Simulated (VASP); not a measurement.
A run of VASP 6.6.1 is set up as follows.

INCAR

```
SYSTEM = Rh
PREC = Accurate
ENCUT = 520
EDIFF = 1E-7
ISMEAR = -1
SIGMA = 0.1
LREAL = .FALSE.
LASPH = .TRUE.
NELM = 100
ALGO = Normal
ISIF = 2
LWAVE = .FALSE.
LCHARG = .FALSE.
GGA = PS
NBANDS = 14
```

File KPOINTS:

```
Automatic mesh
0
G
  14 14 14
  0 0 0
```

Contents of POSCAR:

```
Rh
1.0
    2.5337068510      0.0000000000      0.0000000000
    0.0000000000      2.5337068510      0.0000000000
    0.0000000000      0.0000000000      2.5337068510
Rh
1
Direct
    0.0000000000      0.0000000000      0.0000000000
```

Potentials or basis: VASP PAW PBE potentials, release 64 (Rh_pv).

Run with:

```sh
$ cat potpaw_PBE.64/Rh_pv/POTCAR > POTCAR
$ mpirun -np 1 vasp_std > vasp.out
```

(1) Predict the pressure.

## Answers

(1) -7.7 GPa.

Caveat: the PAW data sets were made with another functional, which shifts forces and pressure a little.
